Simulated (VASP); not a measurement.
# Sb (Pm-3m) in VASP: a series of runs, part 3 of 3

VASP 6.6.1. Earlier steps stand in the parts before.

### Step 6. Single point, RPBE+D4

This run uses another cell than the first one, of 28.23 Å³/atom, 0.895 times its volume.

File INCAR:

```
SYSTEM = Sb
PREC = Accurate
ENCUT = 520
EDIFF = 1E-6
ISMEAR = -1
SIGMA = 0.05
LREAL = .FALSE.
LASPH = .TRUE.
NELM = 60
ALGO = Normal
ISIF = 2
LWAVE = .FALSE.
LCHARG = .TRUE.
GGA = RP
IVDW = 13
LELF = .TRUE.
LVHAR = .TRUE.
NBANDS = 8
```

File KPOINTS:

```
Automatic mesh
0
G
  8 8 8
  0 0 0
```

File POSCAR:

```
Sb
1.0
    3.0449770194      0.0000000000      0.0000000000
    0.0000000000      3.0449770194      0.0000000000
    0.0000000000      0.0000000000      3.0449770194
Sb
1
Direct
    0.0000000000      0.0000000000      0.0000000000
```

Potentials or basis: VASP PAW PBE potentials, release 64 (Sb).

Run with:

```bash
$ cat potpaw_PBE.64/Sb/POTCAR > POTCAR
$ mpirun -np 1 vasp_std > vasp.out
```

OUTCAR:

```text
SYSTEM = Sb
   PREC = Accurate
   ENCUT = 520
   EDIFF = 1E-6
   ISMEAR = -1
   LREAL = .FALSE.
   LASPH = .TRUE.
   NELM = 60
   ISIF = 2
   GGA = RP
   IVDW = 13

 ion  position               nearest neighbor table
   1  0.000  0.000  0.000-

  LATTYP: Found a simple cubic cell.
 ALAT       =     3.0449770194

  Lattice vectors:

 A1 = (   3.0449770194,   0.0000000000,   0.0000000000)
 A2 = (   0.0000000000,   3.0449770194,   0.0000000000)
 A3 = (   0.0000000000,   0.0000000000,   3.0449770194)

[... 444 lines left out ...]

------------------------ aborting loop because EDIFF is reached ----------------------------------------

  DFT-D4 for vdW energy calculation

  Edisp (eV):   -1.00656

  FORCE on cell =-STRESS in cart. coord.  units (eV):
  Direction    XX          YY          ZZ          XY          YZ          ZX
  --------------------------------------------------------------------------------------
  -------------------------------------------------------------------------------------
  Total      -0.01125    -0.01125    -0.01125    -0.00000     0.00000    -0.00000
  in kB      -0.63815    -0.63815    -0.63815    -0.00000     0.00000    -0.00000
  external pressure =       -0.64 kB  Pullay stress =        0.00 kB

 VOLUME and BASIS-vectors are now :
 -----------------------------------------------------------------------------
  energy-cutoff  :      520.00
  volume of cell :       28.23
      direct lattice vectors                 reciprocal lattice vectors
     3.044977019  0.000000000  0.000000000     0.328409703  0.000000000  0.000000000
     0.000000000  3.044977019  0.000000000     0.000000000  0.328409703  0.000000000
     0.000000000  0.000000000  3.044977019     0.000000000  0.000000000  0.328409703

 POSITION                                       TOTAL-FORCE (eV/Angst)
 -----------------------------------------------------------------------------------
      0.00000      0.00000      0.00000         0.000000      0.000000      0.000000
 -----------------------------------------------------------------------------------
    total drift:                                0.000000      0.000000      0.000000

  FREE ENERGIE OF THE ION-ELECTRON SYSTEM (eV)
  ---------------------------------------------------
  free  energy   TOTEN  =        -4.6693510472 eV

  energy  without entropy=       -4.6615792954  energy(sigma->0) =       -4.66546517
```

Run time: 7.6 s. Hardware: 1 thread of Intel Xeon Platinum 8375C at 2.90GHz (Ice Lake), shared host; peak memory 0.13 GiB.

What came out:

* Free energy: -4.6694 eV
* Pressure: -0.1 GPa
* Dispersion energy per atom: -1.007 eV

Caveat: the PAW data sets were made with another functional, which shifts forces and pressure a little; spin-orbit coupling is left out, which moves the levels of the heavy elements; pairwise dispersion overbinds metals, which lowers pressure and volume.

### Step 7. Overview

| level | cell | k mesh | grid for exact exchange (PRECFOCK) | screening parameter | gap on the mesh (eV) | pressure (GPa) |
| --- | --- | --- | --- | --- | --- | --- |
| HSE06 | a = 3.160 Å, 1 atom | 5 × 5 × 5 | Normal | 0.2079 1/Å | none | -5.3 |
| RPBE+D3(BJ) | a = 2.852 Å, 1 atom | 8 × 8 × 8 | - | - | none | 0.2 |
| PBEsol+D3(BJ) | a = 3.027 Å, 1 atom | 8 × 8 × 8 | - | - | none | 0.2 |
| PBEsol+D4 | a = 3.043 Å, 1 atom | 8 × 8 × 8 | - | - | none | 0.1 |
| RPBE+D4 | a = 3.045 Å, 1 atom | 8 × 8 × 8 | - | - | none | -0.1 |

Alike in all rows: task single point; potentials or basis VASP PAW PBE potentials, release 64 (Sb); no spin polarisation; cutoff (eV) 520; smearing fermi-dirac 0.05 eV.

Caveats: some runs use coarse meshes; the PAW data sets were made with another functional, which shifts forces and pressure a little; spin-orbit coupling is left out, which moves the levels of the heavy elements; pairwise dispersion overbinds metals, which lowers pressure and volume (some runs).

Absolute energies hang on the potentials; compare differences alone.
